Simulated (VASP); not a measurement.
# SiO2 (P4_12_12) in VASP: notebook

Aim: see how the results for SiO2 move with the level of theory and the settings. Levels: PBE, LDA, r2SCAN. Tasks: electric field gradients.

All numbers are computed with VASP 6.6.1; they aren't measurements. Logs are shortened: lines on timing, memory, paths and dates and some standing lists are left out, and cuts for length are marked.

### Step 1. The cell of the first run

It takes space group P4_12_12 (No. 92, tetragonal). Conventional cell: a = 4.973 Å, b = 4.973 Å, c = 6.926 Å, α = 90.00°, β = 90.00°, γ = 90.00°. Si (site symmetry 2) has 4 O at 1.60 to 1.61 Å within 2.1 Å. O (site symmetry 1) has 2 Si at 1.60 to 1.61 Å within 2.1 Å.

### Step 2. Electric field gradients, PBE

File INCAR:

```
SYSTEM = SiO2
ALGO = Normal ; EDIFF = 1E-8
ENCUT = 520 ; GGA = PE
ISIF = 2 ; ISMEAR = -1
LASPH = .TRUE. ; LCHARG = .FALSE.
LEFG = .TRUE. ; LREAL = .FALSE.
LWAVE = .FALSE. ; NBANDS = 44
NELM = 100 ; PREC = Accurate
SIGMA = 0.02
```

File KPOINTS:

```
k-points
0
G
  6 6 5
  0 0 0
```

File POSCAR:

```
SiO2
1.0
    4.9727000000      0.0000000000      0.0000000000
    0.0000000000      4.9727000000      0.0000000000
    0.0000000000      0.0000000000      6.9257000000
Si O
4 8
Direct
    0.3007000000      0.3007000000      0.0000000000
    0.1993000000      0.8007000000      0.2500000000
    0.6993000000      0.6993000000      0.5000000000
    0.8007000000      0.1993000000      0.7500000000
    0.2390000000      0.1041000000      0.1787000000
    0.3959000000      0.7390000000      0.4287000000
    0.7610000000      0.8959000000      0.6787000000
    0.6041000000      0.2610000000      0.9287000000
    0.7390000000      0.3959000000      0.5713000000
    0.8959000000      0.7610000000      0.3213000000
    0.2610000000      0.6041000000      0.0713000000
    0.1041000000      0.2390000000      0.8213000000
```

Potentials or basis: VASP PAW PBE potentials, release 64 (Si, O).

On the command line:

```
> cat potpaw_PBE.64/Si/POTCAR potpaw_PBE.64/O/POTCAR > POTCAR
> mpirun -np 1 vasp_std > vasp.out
```

OUTCAR:

```text
SYSTEM = SiO2
   EDIFF = 1E-8
   ENCUT = 520
   GGA = PE
   ISIF = 2
   ISMEAR = -1
   LASPH = .TRUE.
   LREAL = .FALSE.
   NELM = 100
   PREC = Accurate

 ion  position               nearest neighbor table
   1  0.301  0.301  0.000-   8 1.60  11 1.60   5 1.61  12 1.61   2 3.07   4 3.07   2 3.07   4 3.07

   2  0.199  0.801  0.250-   5 1.60  10 1.60   6 1.61  11 1.61   1 3.07   3 3.07   1 3.07   3 3.07

   3  0.699  0.699  0.500-   6 1.60   9 1.60   7 1.61  10 1.61   2 3.07   4 3.07   4 3.07   2 3.07

   4  0.801  0.199  0.750-   7 1.60  12 1.60   9 1.61   8 1.61   1 3.07   3 3.07   3 3.07   1 3.07

   5  0.239  0.104  0.179-   2 1.60   1 1.61
   6  0.396  0.739  0.429-   3 1.60   2 1.61
   7  0.761  0.896  0.679-   4 1.60   3 1.61
   8  0.604  0.261  0.929-   1 1.60   4 1.61
   9  0.739  0.396  0.571-   3 1.60   4 1.61
  10  0.896  0.761  0.321-   2 1.60   3 1.61
  11  0.261  0.604  0.071-   1 1.60   2 1.61
  12  0.104  0.239  0.821-   4 1.60   1 1.61

  LATTYP: Found a simple tetragonal cell.
 ALAT       =     4.9727000000
 C/A-ratio  =     1.3927443843

  Lattice vectors:

 A1 = (   4.9727000000,   0.0000000000,   0.0000000000)
 A2 = (   0.0000000000,   4.9727000000,   0.0000000000)
 A3 = (   0.0000000000,   0.0000000000,   6.9257000000)

Analysis of symmetry for initial positions (statically):
=====================================================================
 Subroutine PRICEL returns:
 Original cell was already a primitive cell.

 Routine SETGRP: Setting up the symmetry group for a
 simple tetragonal supercell.

 Subroutine GETGRP returns: Found  8 space group operations
 (whereof  2 operations were pure point group operations)
 out of a pool of 16 trial point group operations.

The static configuration has the point symmetry C_2 .
 The point group associated with its full space group is D_4 .

Analysis of symmetry for dynamics (positions and initial velocities):
=====================================================================
 Subroutine PRICEL returns:
 Original cell was already a primitive cell.

 Routine SETGRP: Setting up the symmetry group for a
 simple tetragonal supercell.

 Subroutine GETGRP returns: Found  8 space group operations
 (whereof  2 operations were pure point group operations)
 out of a pool of 16 trial point group operations.

The dynamic configuration has the point symmetry C_2 .
 The point group associated with its full space group is D_4 .

 Subroutine INISYM returns: Found  8 space group operations
 (whereof  2 operations are pure point group operations),
 and found     1 'primitive' translations

----------------------------------------------------------------------------------------

                                     Primitive cell

  volume of cell :     171.2569

  direct lattice vectors                    reciprocal lattice vectors
     4.972700000  0.000000000  0.000000000     0.201097995  0.000000000  0.000000000
     0.000000000  4.972700000  0.000000000     0.000000000  0.201097995  0.000000000
     0.000000000  0.000000000  6.925700000     0.000000000  0.000000000  0.144389737

  length of vectors
     4.972700000  4.972700000  6.925700000     0.201097995  0.201097995  0.144389737

  position of ions in fractional coordinates (direct lattice)
     0.300700000  0.300700000  0.000000000
     0.199300000  0.800700000  0.250000000
     0.699300000  0.699300000  0.500000000
     0.800700000  0.199300000  0.750000000
     0.239000000  0.104100000  0.178700000
     0.395900000  0.739000000  0.428700000
     0.761000000  0.895900000  0.678700000
     0.604100000  0.261000000  0.928700000
     0.739000000  0.395900000  0.571300000
     0.895900000  0.761000000  0.321300000
     0.261000000  0.604100000  0.071300000
     0.104100000  0.239000000  0.821300000

  ion indices of the primitive-cell ions
[... 107 lines left out ...]
  Fermi-wavevector in a.u.,A,eV,Ry     =   1.179194  2.228354 18.918895  1.390500
  Thomas-Fermi vector in A             =   2.315510
   LORBIT       =      0    0 simple, 1 ext, 2 COOP (PROOUT), +10 PAW based schemes
   GGA     = PE    functional components
   LHFCALC =     F    Hartree Fock is set to
   AEXX    =    0.0000 exact exchange contribution
   IVDW    =     0    specifies the selected vdW correction
   LEPSILON=     F    determine dielectric tensor
   LRPA    =     F    only Hartree local field effects (RPA)
 non-spin polarized calculation
  energy-cutoff  :      520.00
  volume of cell :      171.26
 maximum number of plane-waves:      4638
 NGX is ok and might be reduce to    40
   NGX = 19   NGY = 19   NGZ = 25

 number of electron      63.9999984 magnetization

 Free energy of the ion-electron system (eV)
  ---------------------------------------------------
  ext. energy  EPLUGINS =         0.00000000
  ---------------------------------------------------
  free energy    TOTEN  =       -94.74900708 eV

  energy without entropy =      -94.74900708  energy(sigma->0) =      -94.74900708

 E-fermi :   0.6010     XC(G=0):  -8.4168

 val. band max:        0.1555550293   @ k =   0.0000   0.0000   0.0000
 cond. band min:       5.9520599432   @ k =   0.0000   0.0000   0.0000
 fundamental gap:      5.7965049139
 Fermi energy:         0.6010272767

 k-point     1 :       0.0000    0.0000    0.0000
  band No.  band energies     occupation
      1     -19.3895      2.00000
      2     -18.4730      2.00000
      3     -18.4730      2.00000
      4     -17.2842      2.00000
      5     -17.2471      2.00000
      6     -17.2361      2.00000
[... 1117 lines left out ...]
     43      11.7046      0.00000
     44      11.7046      0.00000

 [... further k-points ...]

------------------------ aborting loop because EDIFF is reached ----------------------------------------

  FORCE on cell =-STRESS in cart. coord.  units (eV):
  Direction    XX          YY          ZZ          XY          YZ          ZX
  --------------------------------------------------------------------------------------
  -------------------------------------------------------------------------------------
  Total        8.3846492      8.3846492      7.7801704      0.0000000      0.0000000      0.0000000
  in kB       78.4417520     78.4417520     72.7866104      0.0000000      0.0000000      0.0000000
  external PRESSURE =      76.5567048 kB  Pullay stress =       0.0000000 kB

 VOLUME and BASIS-vectors are now :
 -----------------------------------------------------------------------------
  energy-cutoff  :      520.00
  volume of cell :      171.26
      direct lattice vectors                 reciprocal lattice vectors
     4.972700000  0.000000000  0.000000000     0.201097995  0.000000000  0.000000000
     0.000000000  4.972700000  0.000000000     0.000000000  0.201097995  0.000000000
     0.000000000  0.000000000  6.925700000     0.000000000  0.000000000  0.144389737

 POSITION                                       TOTAL-FORCE (eV/Angst)
 -----------------------------------------------------------------------------------
      1.49529      1.49529      0.00000        -0.141982     -0.141982      0.000000
      0.99106      3.98164      1.73142         0.141982     -0.141982      0.000000
      3.47741      3.47741      3.46285         0.141982      0.141982      0.000000
      3.98164      0.99106      5.19428        -0.141982      0.141982      0.000000
      1.18848      0.51766      1.23762        -0.020294      0.381964      0.286606
      1.96869      3.67483      2.96905        -0.381964     -0.020294      0.286606
      3.78422      4.45504      4.70047         0.020294     -0.381964      0.286606
      3.00401      1.29787      6.43190         0.381964      0.020294      0.286606
      3.67483      1.96869      3.95665        -0.020294     -0.381964     -0.286606
      4.45504      3.78422      2.22523        -0.381964      0.020294     -0.286606
      1.29787      3.00401      0.49380         0.020294      0.381964     -0.286606
      0.51766      1.18848      5.68808         0.381964     -0.020294     -0.286606
 -----------------------------------------------------------------------------------
    total drift:                                0.000000     -0.000000     -0.000000

  FREE ENERGIE OF THE ION-ELECTRON SYSTEM (eV)
  ---------------------------------------------------
  free  energy   TOTEN  =       -94.7490070823 eV

  energy  without entropy=      -94.7490070823  energy(sigma->0) =      -94.74900708

 Electric field gradients (V/A^2)
---------------------------------------------------------------------
 ion       V_xx      V_yy      V_zz      V_xy      V_xz      V_yz
---------------------------------------------------------------------
   1      -0.854    -0.854     1.708     0.917     3.715    -3.715
   2      -0.854    -0.854     1.708    -0.917     3.715     3.715
   3      -0.854    -0.854     1.708     0.917    -3.715     3.715
   4      -0.854    -0.854     1.708    -0.917    -3.715    -3.715
   5     -45.706    42.847     2.859    17.946   -13.353   -56.396
   6      42.847   -45.706     2.859   -17.946    56.396   -13.353
   7     -45.706    42.847     2.859    17.946    13.353    56.396
   8      42.847   -45.706     2.859   -17.946   -56.396    13.353
   9     -45.706    42.847     2.859   -17.946    13.353   -56.396
  10      42.847   -45.706     2.859    17.946   -56.396   -13.353
  11     -45.706    42.847     2.859   -17.946   -13.353    56.396
  12      42.847   -45.706     2.859    17.946    56.396    13.353
---------------------------------------------------------------------

 Electric field gradients after diagonalization (V/A^2)
 (convention: |V_zz| > |V_xx| > |V_yy|)
----------------------------------------------------------------------
 ion       V_xx      V_yy      V_zz     asymmetry (V_yy - V_xx)/ V_zz
----------------------------------------------------------------------
   1       5.503     0.063    -5.566       0.977
   2       5.503     0.063    -5.566       0.977
   3       5.503     0.063    -5.566       0.977
   4       5.503     0.063    -5.566       0.977
   5     -49.513   -36.959    86.472       0.145
   6     -49.513   -36.959    86.472       0.145
   7     -49.513   -36.959    86.472       0.145
   8     -49.513   -36.959    86.472       0.145
   9     -49.513   -36.959    86.472       0.145
  10     -49.513   -36.959    86.472       0.145
  11     -49.513   -36.959    86.472       0.145
  12     -49.513   -36.959    86.472       0.145
----------------------------------------------------------------------

           NMR quadrupolar parameters

 Cq : quadrupolar parameter    Cq=e*Q*V_zz/h
 eta: asymmetry parameters     (V_yy - V_xx)/ V_zz
 Q  : nuclear electric quadrupole moment in mb (millibarn)
----------------------------------------------------------------------
 ion       Cq(MHz)       eta       Q (mb)
----------------------------------------------------------------------
   1      -0.013       0.977       1.000
   2      -0.013       0.977       1.000
   3      -0.013       0.977       1.000
   4      -0.013       0.977       1.000
   5       0.209       0.145       1.000
   6       0.209       0.145       1.000
   7       0.209       0.145       1.000
   8       0.209       0.145       1.000
   9       0.209       0.145       1.000
  10       0.209       0.145       1.000
  11       0.209       0.145       1.000
  12       0.209       0.145       1.000
----------------------------------------------------------------------
```

It took 7 min on 1 thread of Intel Xeon Platinum 8259CL at 2.50GHz (Skylake/Cascade Lake), shared host; peak memory 0.35 GiB.

Results:

```
Free energy                             : -94.7490 eV
Pressure                                : 7.7 GPa
Largest force                           : 0.478 eV/Å
Band gap on the k mesh                  : 5.80 eV
Largest electric field gradient by atom : Si -5.6; O +86.5 V/Å²
```

Forces on the atoms (eV/Å):
```
Si  -0.142 -0.142  0.000
Si   0.142 -0.142  0.000
Si   0.142  0.142  0.000
Si  -0.142  0.142  0.000
O   -0.020  0.382  0.287
O   -0.382 -0.020  0.287
O    0.020 -0.382  0.287
O    0.382  0.020  0.287
O   -0.020 -0.382 -0.287
O   -0.382  0.020 -0.287
O    0.020  0.382 -0.287
O    0.382 -0.020 -0.287
```

Electric field gradients, principal values (V/Å²):
```tsv
atom	least	middle	greatest (by size)
1 Si	0.063	5.503	-5.566
2 Si	0.063	5.503	-5.566
3 Si	0.063	5.503	-5.566
4 Si	0.063	5.503	-5.566
5 O	-36.959	-49.513	86.472
6 O	-36.959	-49.513	86.472
7 O	-36.959	-49.513	86.472
8 O	-36.959	-49.513	86.472
9 O	-36.959	-49.513	86.472
10 O	-36.959	-49.513	86.472
11 O	-36.959	-49.513	86.472
12 O	-36.959	-49.513	86.472
```

Caveat: the cell stands under pressure; without QUAD_EFG the Cq values of the log hold for a quadrupole moment of 1 mb, not for the nuclei.

(Part 1 of 2 ends here.)
